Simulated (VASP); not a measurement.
Si15Mo: single point with PBEsol

Crystal: Si15Mo.

```
CELL_PARAMETERS angstrom
0.00000 5.43700 5.43700
5.43700 0.00000 5.43700
5.43700 5.43700 0.00000
ATOMIC_POSITIONS crystal
Mo 0.99935 0.99859 0.00156
Si 0.99806 0.99798 0.50232
Si 0.99824 0.50015 0.99915
Si 0.99814 0.50095 0.50151
Si 0.50097 0.99766 0.99953
Si 0.50008 0.99795 0.50265
Si 0.50129 0.50011 0.99926
Si 0.49946 0.49910 0.50077
Si 0.12839 0.12759 0.12972
Si 0.12742 0.12829 0.61532
Si 0.12874 0.61242 0.12895
Si 0.12528 0.62402 0.62523
Si 0.61316 0.12753 0.13005
Si 0.62412 0.12491 0.62560
Si 0.62430 0.62371 0.12659
Si 0.62419 0.62399 0.62533
```

```
Program             : VASP 6.6.1
Task                : single point
Functional          : PBEsol
Potentials or basis : VASP PAW PBE potentials, release 64 (Mo_sv, Si)
Cutoff              : 520 eV
k mesh              : 3 × 3 × 3
Occupations         : gaussian, width 0.05 eV
Spin                : collinear spin, zero start
Starting moments    : [0.0, 0.0, 0.0, 0.0, 0.0, 0.0, 0.0, 0.0, 0.0, 0.0, 0.0, 0.0, 0.0, 0.0, 0.0, 0.0] μB
Fixed moment        : 0 μB
```

The pressure is 0.8 GPa and the largest force is 0.505 eV/Å. The net moment is 0.00 μB per cell and the valence electrons inside the program's atomic spheres are Mo 12.55; Si 1.69, 1.72, 1.71.

Forces in eV/Å, atoms in the order of the input:
```
Mo  -0.001 -0.004  0.003
Si  -0.001  0.000 -0.147
Si   0.002 -0.141  0.000
Si   0.145 -0.001  0.001
Si  -0.143  0.001 -0.002
Si  -0.001  0.147  0.000
Si   0.001  0.000  0.143
Si   0.000  0.001  0.000
Si  -0.291 -0.293 -0.291
Si   0.290  0.293 -0.292
Si   0.289 -0.291  0.287
Si  -0.015  0.018  0.020
Si  -0.293  0.289  0.290
Si   0.018 -0.018  0.023
Si   0.019  0.018 -0.017
Si  -0.018 -0.018 -0.020
```

It took 15 min on 1 thread of AMD EPYC 9R14 (Zen 4) (shared host), peak memory 0.77 GiB.

Caveat: the PAW data sets were made with another functional, which shifts forces and pressure a little; the total moment is fixed, so each spin has its own Fermi level.
